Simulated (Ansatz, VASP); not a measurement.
## One calculation of Te2Mo, two programs

```xyz
6
Lattice="3.7349 0.0000 0.0000 -1.8675 3.2345 0.0000 0.0000 0.0000 15.5848" Properties=species:S:1:pos:R:3 pbc="T T T"
Te    0.0000    2.1564    9.8355
Te    1.8675    1.0782    2.0431
Te    0.0000    2.1564   13.5418
Te    1.8675    1.0782    5.7493
Mo    0.0000    2.1564    3.8962
Mo    1.8675    1.0782   11.6886
```

Change from the starting cell: strain +0.050 along x and y, +0.025 along z, atoms carried along.

Alike in both runs: task single point; functional PBE; k mesh 12 × 12 × 2; occupations gaussian, width 0.05 eV; no spin polarisation.

|  | VASP | Ansatz |
| --- | --- | --- |
| version | VASP 6.6.1 | Ansatz 0.2.0 |
| potentials or method | VASP PAW PBE potentials, release 64 (Te, Mo_sv), cutoff 520 eV | scalar-relativistic, plane waves, PAW |
| valence electrons in the cell | 52 | 92 |

```csv
,VASP,Ansatz,Ansatz less VASP
gap on the k mesh at the Fermi level (eV),0.80,0.80,0.000
least direct gap on the mesh (eV),0.80,0.80,0.000
pressure (GPa),-7.7,-7.7,-0.01
"traceless stress, the component that is largest in VASP (GPa)",0.11,0.07,-0.036
rms of the force components (eV/Å),0.554,0.558,+0.0042
```

Atom by atom the forces differ by 0.004 eV/Å (rms over components). VASP's potentials hold 52 valence electrons a cell and Ansatz's 92, so a difference there can come from the potentials and not from the codes.

Spin-orbit coupling is off throughout.
